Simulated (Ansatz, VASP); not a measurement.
# One calculation of TeP, two programs

```
Te P
1.0
     4.82967    0.00000    0.00000
     0.00000    3.64779    0.00000
     0.00000    0.00000    4.83954
Te P
2 2
Direct
  0.25000 0.50000 0.75004
  0.75000 0.50000 0.24996
  0.25000 0.00000 0.24992
  0.75000 0.00000 0.75008
```

Change from the starting cell: species swapped into the CdAu type (Pmma, No. 51).

Alike in both runs: functional PBE; k mesh 4 × 6 × 4; occupations gaussian, width 0.1 eV; no spin polarisation.

Ansatz relaxed the structure, and its values are those at the end. VASP's run is a single point on that final structure, the one shown.

```csv
,VASP,Ansatz
version,VASP 6.6.1,Ansatz 0.2.0
potentials or method,"VASP PAW PBE potentials, release 64 (Te, P), cutoff 500 eV","scalar-relativistic, plane waves, PAW"
valence electrons in the cell,22,42
```

VASP gave:

| Property | Result |
| --- | --- |
| gap on the k mesh at the Fermi level (eV) | none |
| pressure (GPa) | -0.2 |

What did Ansatz give for the same quantities?

gap on the k mesh at the Fermi level (eV): none; pressure (GPa): 0.0.

A gap of «none» marks a metal or a gap that the smearing closes. VASP's potentials hold 22 valence electrons a cell and Ansatz's 42, so a difference there can come from the potentials and not from the codes.

Neither program's run includes spin-orbit coupling.
